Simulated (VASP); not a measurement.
# LiHF2 (R-3m) in VASP: single point with HSE06

Aim: the single point of LiHF2 with HSE06.

Everything below comes from runs of VASP 6.6.1. Logs are shortened: lines on timing, memory, paths and dates and some standing lists are left out, and cuts for length are marked.

### Step 1. The cell of the first run

The structure is trigonal, space group R-3m (No. 166). Conventional cell: a = 2.935 Å, b = 2.935 Å, c = 13.093 Å, α = 90.00°, β = 90.00°, γ = 120.00°. Within 2.6 Å of Li (site symmetry -3m) lie 6 F at 1.99 Å. H (site symmetry -3m) has 2 F at 1.13 Å within 1.5 Å. F (site symmetry 3m) has 1 H at 1.13 Å within 1.5 Å.

### Step 2. Single point, HSE06

File POSCAR:

```
LiHF2
1.0
    1.4677011470      0.8473776523      4.3644586948
   -1.4677011470      0.8473776523      4.3644586948
    0.0000000000     -1.6947553046      4.3644586948
Li H F
1 1 2
Direct
    0.0000000000      0.0000000000      0.0000000000
    0.5000000000      0.5000000000      0.5000000000
    0.4133992817      0.4133992817      0.4133992817
    0.5866007183      0.5866007183      0.5866007183
```

File INCAR.step1:

```
  PREC = Accurate
  ENCUT = 520
  EDIFF = 1E-5
  ISMEAR = 0
  SIGMA = 0.01
  LREAL = False
  LASPH = True
  NELM = 60
  ALGO = Normal
  ISIF = 2
  LWAVE = True
  GGA = PE
  NBANDS = 17
```

File INCAR.step2:

```
  PREC = Accurate
  ENCUT = 520
  EDIFF = 1E-6
  ISMEAR = 0
  SIGMA = 0.01
  LREAL = False
  LASPH = True
  NELM = 60
  ALGO = Normal
  ISIF = 2
  LWAVE = False
  LCHARG = True
  GGA = PE
  LHFCALC = True
  HFSCREEN = 0.2079
  PRECFOCK = Normal
  LELF = True
  LVHAR = True
  ISTART = 1
  NBANDS = 17
```

File KPOINTS:

```
Automatic mesh
0
Gamma
  4 4 4
```

Potentials or basis: VASP PAW PBE potentials, release 64 (Li_sv, H, F).

Run with:

```console
cat potpaw_PBE.64/Li_sv/POTCAR potpaw_PBE.64/H/POTCAR potpaw_PBE.64/F/POTCAR > POTCAR
cp INCAR.step1 INCAR
mpirun -np 1 vasp_std > vasp.out
cp INCAR.step2 INCAR
mpirun -np 1 vasp_std > vasp.out
```

OUTCAR:

```text
PREC = Accurate
   ENCUT = 520
   EDIFF = 1E-6
   ISMEAR = 0
   LREAL = False
   LASPH = True
   NELM = 60
   ISIF = 2
   GGA = PE
   LHFCALC = True
   HFSCREEN = 0.2079
   PRECFOCK = Normal
   ISTART = 1

 ion  position               nearest neighbor table
   1  0.000  0.000  0.000-   4 1.99   3 1.99   4 1.99   4 1.99   3 1.99   3 1.99
   2  0.500  0.500  0.500-   3 1.13   4 1.13
   3  0.413  0.413  0.413-   2 1.13   1 1.99   1 1.99   1 1.99
   4  0.587  0.587  0.587-   2 1.13   1 1.99   1 1.99   1 1.99

  LATTYP: Found a trigonal (rhomboedric) cell.
 ALAT       =     4.6819542118
 COS(alpha) =     0.8034600059

  Lattice vectors:

 A1 = (   1.4677011470,   0.8473776523,   4.3644586948)
 A2 = (  -1.4677011470,   0.8473776523,   4.3644586948)
 A3 = (   0.0000000000,  -1.6947553046,   4.3644586948)

Analysis of symmetry for initial positions (statically):
=====================================================================
 Subroutine PRICEL returns:
 Original cell was already a primitive cell.

 Routine SETGRP: Setting up the symmetry group for a
 trigonal (rhombohedral) supercell.

 Subroutine GETGRP returns: Found 12 space group operations
 (whereof 12 operations were pure point group operations)
 out of a pool of 12 trial point group operations.

The static configuration has the point symmetry D_3d.

Analysis of symmetry for dynamics (positions and initial velocities):
=====================================================================
 Subroutine PRICEL returns:
 Original cell was already a primitive cell.

 Routine SETGRP: Setting up the symmetry group for a
 trigonal (rhombohedral) supercell.

 Subroutine GETGRP returns: Found 12 space group operations
 (whereof 12 operations were pure point group operations)
 out of a pool of 12 trial point group operations.

The dynamic configuration has the point symmetry D_3d.

 Subroutine INISYM returns: Found 12 space group operations
 (whereof 12 operations are pure point group operations),
 and found     1 'primitive' translations

----------------------------------------------------------------------------------------

                                     Primitive cell

  volume of cell :      32.5684

  direct lattice vectors                    reciprocal lattice vectors
     1.467701147  0.847377652  4.364458695     0.340668808  0.196685228  0.076374496
    -1.467701147  0.847377652  4.364458695    -0.340668808  0.196685228  0.076374496
     0.000000000 -1.694755305  4.364458695     0.000000000 -0.393370456  0.076374496

  length of vectors
     4.681954212  4.681954212  4.681954212     0.400716083  0.400716083  0.400716083

  position of ions in fractional coordinates (direct lattice)
     0.000000000  0.000000000  0.000000000
     0.500000000  0.500000000  0.500000000
     0.413399282  0.413399282  0.413399282
     0.586600718  0.586600718  0.586600718

  ion indices of the primitive-cell ions
   primitive index   ion index
                 1           1
                 2           2
                 3           3
                 4           4

----------------------------------------------------------------------------------------

 KPOINTS: Automatic mesh

Automatic generation of k-mesh.
 Grid dimensions read from file:
 generate k-points for:    4    4    4

 Generating k-lattice:

  Cartesian coordinates                     Fractional coordinates (reciprocal lattice)
     0.085167202  0.049171307  0.019093624     0.250000000  0.000000000  0.000000000
    -0.085167202  0.049171307  0.019093624     0.000000000  0.250000000  0.000000000
     0.000000000 -0.098342614  0.019093624     0.000000000  0.000000000  0.250000000

  Length of vectors
     0.100179021  0.100179021  0.100179021

  Shift w.r.t. Gamma in fractional coordinates (k-lattice)
     0.000000000  0.000000000  0.000000000

 Subroutine IBZKPT returns following result:
 ===========================================

 Found     13 irreducible k-points:

 Following reciprocal coordinates:
            Coordinates               Weight
  0.000000  0.000000  0.000000      1.000000
  0.250000  0.000000  0.000000      6.000000
  0.500000  0.000000  0.000000      3.000000
  0.250000  0.250000  0.000000      6.000000
  0.500000  0.250000  0.000000     12.000000
 -0.250000  0.250000  0.000000      6.000000
  0.500000  0.500000  0.000000      3.000000
  0.250000  0.250000  0.250000      2.000000
  0.500000  0.250000  0.250000      6.000000
 -0.250000  0.250000  0.250000      6.000000
  0.500000  0.500000  0.250000      6.000000
 -0.250000  0.500000  0.250000      6.000000
  0.500000  0.500000  0.500000      1.000000
   k-points           NKPTS =     13   k-points in BZ     NKDIM =     64   number of bands    NBANDS=     17
   number of dos      NEDOS =    301   number of ions     NIONS =      4
   total plane-waves  NPLWV =  46656
   dimension x,y,z NGX =    36 NGY =   36 NGZ =   36
   dimension x,y,z NGXF=    72 NGYF=   72 NGZF=   72
   ions per type =               1   1   2
   NGX,Y,Z   is equivalent  to a cutoff of  12.78, 12.78, 12.78 a.u.
   NGXF,Y,Z  is equivalent  to a cutoff of  25.57, 25.57, 25.57 a.u.
 SYSTEM =  unknown system
   PREC   = accura    normal or accurate (medium, high low for compatibility)
   ISTART =      1    job   : 0-new  1-cont  2-samecut
   ICHARG =      0    charge: 1-file 2-atom 10-const
   ISPIN  =      1    spin polarized calculation?
   LNONCOLLINEAR =      F non collinear calculations
   LSORBIT =      F    spin-orbit coupling
   LASPH  =      T    aspherical Exc in radial PAW
   ENCUT  =  520.0 eV  38.22 Ry    6.18 a.u.   8.71  8.71  8.71*2*pi/ulx,y,z
   NELM   =     60;   NELMIN=  2; NELMDL=  0     # of ELM steps
   EDIFF  = 0.1E-05   stopping-criterion for ELM
   LREAL  =      F    real-space projection
   EDIFFG = 0.1E-04   stopping-criterion for IOM
   NSW    =      0    number of steps for IOM
   IBRION =     -1    ionic relax: 0-MD 1-quasi-New 2-CG
   NFREE  =      0    steps in history (QN), initial steepest desc. (CG)
   ISIF   =      2    stress and relaxation
   ISYM   =      3    0-nonsym 1-usesym 2-fastsym
   POTIM  = 0.5000    time-step for ionic-motion
   TEBEG  =    0.0;   TEEND  =   0.0 temperature during run
   PSTRESS=    0.0 pullay stress
   NELECT =      18.0000    total number of electrons
   NUPDOWN=      -1.0000    fix difference up-down
   EMIN   =  10.00;   EMAX   =-10.00  energy-range for DOS
   EFERMI =   0.00;   METHOD = LEGACY
   ISMEAR =     0;   SIGMA  =   0.01  broadening in eV -4-tet -1-fermi 0-gaus
   EFERMI_NEDOS =   21; number of points for ismear=-14 and -15
   IALGO  =     38    algorithm
   IMIX   =      1    mixing-type and parameters
     AMIX     =   0.40;   BMIX     =  1.00
     AMIX_MAG =   1.60;   BMIX_MAG =  1.00
  volume/ion in A,a.u.               =       8.14        54.95
  Fermi-wavevector in a.u.,A,eV,Ry     =   1.343487  2.538823 24.557947  1.804958
  Thomas-Fermi vector in A             =   2.471557
   LORBIT       =      0    0 simple, 1 ext, 2 COOP (PROOUT), +10 PAW based schemes
   GGA     = PE    functional components
   LHFCALC =     T    Hartree Fock is set to
   PRECFOCK=normal    Normal, Fast or Accurate (Low or Medium for compatibility)
   ENCUT4O =  -1.0   cutoff for four orbital integrals eV
   NKREDX  =     1    reduce k-point grid by
   NKREDY  =     1    reduce k-point grid by
   NKREDZ  =     1    reduce k-point grid by
   AEXX    =    0.2500 exact exchange contribution
   HFSCREEN=    0.2079 screening length (either q_TF or 0.3 A-1)
   HFSCREENC=   0.2079 screening length for correlation (either q_TF or 0.3 A-1)
   ENCUTFOCK=  -1.0 apply spherical cutoff to Coloumb kernel
   IVDW    =     0    specifies the selected vdW correction
   LEPSILON=     F    determine dielectric tensor
   LRPA    =     F    only Hartree local field effects (RPA)
 non-spin polarized calculation
 Gauss-broadening in eV      SIGMA  =   0.01
  energy-cutoff  :      520.00
  volume of cell :       32.57
 maximum number of plane-waves:       904
 NGX is ok and might be reduce to    36
  NGX = 28; NGY = 28; NGZ = 28

 number of electron      18.0000000 magnetization

 Free energy of the ion-electron system (eV)
  ---------------------------------------------------
  ext. energy  EPLUGINS =         0.00000000
  ---------------------------------------------------
  free energy    TOTEN  =       -22.04278348 eV

  energy without entropy =      -22.04278348  energy(sigma->0) =      -22.04278348

 E-fermi :  -4.2132     XC(G=0):  -7.5851

 val. band max:       -4.4087251810   @ k =   0.5000   0.5000   0.5000
 cond. band min:       6.3226934074   @ k =   0.0000   0.0000   0.0000
 fundamental gap:     10.7314185884
 Fermi energy:        -4.2132189210

 k-point     1 :       0.0000    0.0000    0.0000
  band No.  band energies     occupation
      1     -46.8666      2.00000
      2     -27.1103      2.00000
      3     -25.5812      2.00000
      4     -10.3399      2.00000
      5      -4.8370      2.00000
      6      -4.8370      2.00000
[... 9 lines left out ...]
     16      22.2597      0.00000
     17      22.2597      0.00000

 k-point     2 :       0.2500    0.0000    0.0000
  band No.  band energies     occupation
      1     -46.8509      2.00000
      2     -26.9434      2.00000
      3     -25.5060      2.00000
      4     -10.0707      2.00000
      5      -6.0502      2.00000
      6      -5.3357      2.00000
[... 9 lines left out ...]
     16      18.4741      0.00000
     17      22.2148      0.00000

 k-point     3 :       0.5000    0.0000    0.0000
  band No.  band energies     occupation
      1     -46.8350      2.00000
      2     -26.7646      2.00000
      3     -25.4334      2.00000
      4      -9.8052      2.00000
      5      -7.0136      2.00000
      6      -5.9525      2.00000
[... 172 lines left out ...]
 k-point    12 :      -0.2500    0.5000    0.2500
  band No.  band energies     occupation
      1     -46.8350      2.00000
      2     -26.6379      2.00000
      3     -25.6003      2.00000
      4      -9.3236      2.00000
      5      -6.4988      2.00000
      6      -6.2738      2.00000
[... 9 lines left out ...]
     16      18.1427      0.00000
     17      20.8060      0.00000

 k-point    13 :       0.5000    0.5000    0.5000
  band No.  band energies     occupation
      1     -46.8665      2.00000
      2     -26.8500      2.00000
      3     -25.9346      2.00000
      4      -9.1563      2.00000
      5      -6.0924      2.00000
      6      -5.0400      2.00000
[... 9 lines left out ...]
     16      23.1318      0.00000
     17      23.8003      0.00000

------------------------ aborting loop because EDIFF is reached ----------------------------------------

  FORCE on cell =-STRESS in cart. coord.  units (eV):
  Direction    XX          YY          ZZ          XY          YZ          ZX
  --------------------------------------------------------------------------------------
  -------------------------------------------------------------------------------------
  Total        0.4151307      0.4151307      0.1013815     -0.0000000      0.0000000      0.0000000
  in kB       20.4220405     20.4220405      4.9873874     -0.0000000      0.0000000      0.0000000
  external PRESSURE =      15.2771561 kB  Pullay stress =       0.0000000 kB

 VOLUME and BASIS-vectors are now :
 -----------------------------------------------------------------------------
  energy-cutoff  :      520.00
  volume of cell :       32.57
      direct lattice vectors                 reciprocal lattice vectors
     1.467701147  0.847377652  4.364458695     0.340668808  0.196685228  0.076374496
    -1.467701147  0.847377652  4.364458695    -0.340668808  0.196685228  0.076374496
     0.000000000 -1.694755305  4.364458695     0.000000000 -0.393370456  0.076374496

 POSITION                                       TOTAL-FORCE (eV/Angst)
 -----------------------------------------------------------------------------------
      0.00000      0.00000      0.00000        -0.000000      0.000000      0.000000
      0.00000      0.00000      6.54669         0.000000     -0.000000      0.000000
      0.00000      0.00000      5.41279         0.000000      0.000000      0.150408
      0.00000      0.00000      7.68058         0.000000      0.000000     -0.150408
 -----------------------------------------------------------------------------------
    total drift:                               -0.000001      0.000000     -0.000001

  FREE ENERGIE OF THE ION-ELECTRON SYSTEM (eV)
  ---------------------------------------------------
  free  energy   TOTEN  =       -22.0427834828 eV

  energy  without entropy=      -22.0427834828  energy(sigma->0) =      -22.04278348
```

Run time: 17 min. Hardware: 1 thread of Intel Xeon Platinum 8259CL at 2.50GHz (Skylake/Cascade Lake), shared host; peak memory 0.3 GiB.

Results:

```
Free energy            : -22.0428 eV
Largest force          : 0.150 eV/Å
Band gap on the k mesh : 10.73 eV, indirect (least direct gap 10.80 eV)
```

Forces in eV/Å, atoms in the order of the input:
```
Li   0.000  0.000  0.000
H    0.000  0.000  0.000
F    0.000  0.000  0.150
F    0.000  0.000 -0.150
```

Levels at points of the mesh, in eV from the valence-band top:
```
           k point  band 5  band 6  band 7  band 8  band 9  band 10  band 11  band 12  band 13  band 14
(0.00, 0.00, 0.00)   -0.43   -0.43   -0.22   -0.22   -0.06    10.73    15.64    19.98    21.43    23.01
(0.50, 0.00, 0.00)   -2.60   -1.54   -0.78   -0.67   -0.33    14.34    16.40    19.15    20.90    21.33
(0.50, 0.50, 0.00)   -2.66   -1.64   -1.24   -0.91   -0.16    16.27    16.92    16.93    19.11    21.66
(0.50, 0.50, 0.50)   -1.68   -0.63   -0.63    0.00    0.00    11.70    15.03    18.87    22.58    22.58
```

Caveat: the k points lie up to 0.63 Å⁻¹ apart; the cutoff is under 1.25 times the usual one of these potentials, so pressure, stress and relaxed cells hold a basis-set (Pulay) error; the PAW data sets were made with another functional, which shifts forces and pressure a little.
